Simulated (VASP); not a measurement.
Here is a VASP 6.6.1 calculation.

The input POSCAR:

```
V
1.0
   -1.4917693513      1.4917693513      1.4917693513
    1.4917693513     -1.4917693513      1.4917693513
    1.4917693513      1.4917693513     -1.4917693513
V
1
Direct
    0.0000000000      0.0000000000      0.0000000000
```

Contents of INCAR.step1:

```
PREC = Accurate
ENCUT = 520
ISMEAR = -1
SIGMA = 0.1
LREAL = F
LASPH = T
NELM = 80
NBANDS = 12
GGA = PE
ALGO = Normal
EDIFF = 1E-4
LWAVE = T
LCHARG = F
```

Contents of INCAR.step2:

```
PREC = Accurate
ENCUT = 520
EDIFF = 1E-7
ISMEAR = -1
SIGMA = 0.1
LREAL = F
LASPH = T
NELM = 80
ALGO = Normal
ISIF = 2
LWAVE = F
LCHARG = F
METAGGA = R2SCAN
LMIXTAU = T
NBANDS = 12
ISTART = 1
```

Contents of KPOINTS:

```
Automatic mesh
0
Gamma
  16 16 16
```

Potentials or basis: VASP PAW PBE potentials, release 64 (V_sv).

Command:

```console
$ cat potpaw_PBE.64/V_sv/POTCAR > POTCAR
$ cp INCAR.step1 INCAR
$ mpirun -np 1 vasp_std > vasp.out
$ cp INCAR.step2 INCAR
$ mpirun -np 1 vasp_std > vasp.out
```

(1) Estimate the pressure.

## Answers

(1) 0.9 GPa.

Caveat: the PAW data sets were made with another functional, which shifts forces and pressure a little.
